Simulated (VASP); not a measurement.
A run of VASP 6.6.1 is set up as follows.

INCAR

```
SYSTEM = TiPt3
ALGO = Normal ; EDIFF = 1E-6
EDIFFG = -0.02 ; ENCUT = 600
GGA = PS ; IBRION = 2
ISIF = 3 ; ISMEAR = -1
LASPH = .TRUE. ; LCHARG = .FALSE.
LREAL = .FALSE. ; LWAVE = .FALSE.
NELM = 100 ; NSW = 80
PREC = Accurate ; PSTRESS = 50.0
SIGMA = 0.05
```

The input KPOINTS:

```
k-points
0
G
  7 7 7
  0 0 0
```

File POSCAR:

```
TiPt3
1.0
    3.8970000000      0.0000000000      0.0000000000
    0.0000000000      3.8970000000      0.0000000000
    0.0000000000      0.0000000000      3.8970000000
Pt Ti
3 1
Direct
    0.5000000000      0.5000000000      0.0000000000
    0.5000000000      0.0000000000      0.5000000000
    0.0000000000      0.5000000000      0.5000000000
    0.0000000000      0.0000000000      0.0000000000
```

Potentials or basis: VASP PAW PBE potentials, release 64 (Pt, Ti_sv).

Run with:

```bash
$ cat potpaw_PBE.64/Pt/POTCAR potpaw_PBE.64/Ti_sv/POTCAR > POTCAR
$ mpirun -np 1 vasp_std > vasp.out
```

**Question.** Predict the space group after relaxing (to 0.05 Å).

**Answer.** Pm-3m (No. 221).

**Question.** Estimate the band gap on the k mesh.

**Answer.** Zero (band 21 reaches 13.46 eV, above the bottom of band 22 at 11.89 eV).

Final structure:
```yaml
crystal:
  lattice:
    - [3.87554, 0.00000, 0.00000]
    - [0.00000, 3.87554, 0.00000]
    - [0.00000, 0.00000, 3.87554]
  atoms:
    - { symbol: Pt, position: [0.50000, 0.50000, 0.00000] }
    - { symbol: Pt, position: [0.50000, 0.00000, 0.50000] }
    - { symbol: Pt, position: [0.00000, 0.50000, 0.50000] }
    - { symbol: Ti, position: [0.00000, 0.00000, 0.00000] }
```

Caveat: the cell is relaxed towards a set pressure, so the enthalpy falls and the energy may rise; spin-orbit coupling is left out, which moves the levels of the heavy elements.
